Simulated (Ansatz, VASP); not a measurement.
# Two plane-wave programs on FeO

Contents of INCAR:

```
ALGO = Normal
EDIFF = 1E-8
ENCUT = 520
GGA = PE
ISIF = 2
ISMEAR = -1
ISPIN = 2
LASPH = T
LCHARG = F
LEFG = T
LMAXMIX = 4
LORBIT = 11
LREAL = F
LWAVE = F
MAGMOM = 3 0
NBANDS = 18
NELM = 150
PREC = Accurate
SIGMA = 0.03
```

Contents of KPOINTS:

```
k-points
0
Gamma
  16 16 16
```

The input POSCAR:

```
FeO
1.0
    1.5302247659      0.8834756806      2.5365859808
   -1.5302247659      0.8834756806      2.5365859808
    0.0000000000     -1.7669513611      2.5365859808
Fe O
1 1
Direct
    0.0000000000      0.0000000000      0.0000000000
    0.5000000000      0.5000000000      0.5000000000
```

Input for Ansatz:

```yaml
crystal:
  lattice:
    - [1.5302247659, 0.8834756806, 2.5365859808]
    - [-1.5302247659, 0.8834756806, 2.5365859808]
    - [0.0, -1.7669513611, 2.5365859808]
  atoms:
    - { symbol: Fe, position: [0.0, 0.0, 0.0], spin: 3.0 }
    - { symbol: O, position: [0.5, 0.5, 0.5] }
magnetization:
  spin_polarized: true
kpoints:
  mp_grid: { grid: [16, 16, 16] }
scf:
  occupations: { method: fermi_dirac, width: 0.03 }
hamiltonian:
  xc: pbe
  pseudopotentials: { kind: paw }
output:
  forces: true
  stress: true
  eigenvalues: true
  efg: { contact_densities: true }
```

Change from the starting cell: volume scaled by 1.025, PAW files.

Alike in both runs: task electric field gradients; functional PBE; k mesh 16 × 16 × 16; occupations fermi-dirac, width 0.03 eV; collinear spin.

```csv
,VASP,Ansatz
version,VASP 6.6.1,Ansatz 0.2.0
potentials or method,"VASP PAW PBE potentials, release 64 (Fe, O)","PAW with Ansatz's default frozen-core files, scalar-relativistic"
plane-wave cutoff (eV),520,420
valence electrons in the cell,14,22
```

|  | VASP | Ansatz | Ansatz less VASP |
| --- | --- | --- | --- |
| pressure (GPa) | -4.9 | -5.0 | -0.04 |
| traceless stress, the component that is largest in VASP (GPa) | -0.70 | -0.67 | +0.033 |
| net moment per atom (μB) | 2.00 | 2.00 | 0.000 |
| size of the moment on the site where the two differ most (μB) | 3.62 | 3.46 | -0.160 |
| size of Vzz on the site where it differs most (V/Å²) | 1.6 | 1.1 | -0.46 |

Site moments also hang on the region over which each program counts them. VASP's potentials hold 14 valence electrons a cell and Ansatz's 22, so a difference there can come from the potentials and not from the codes.
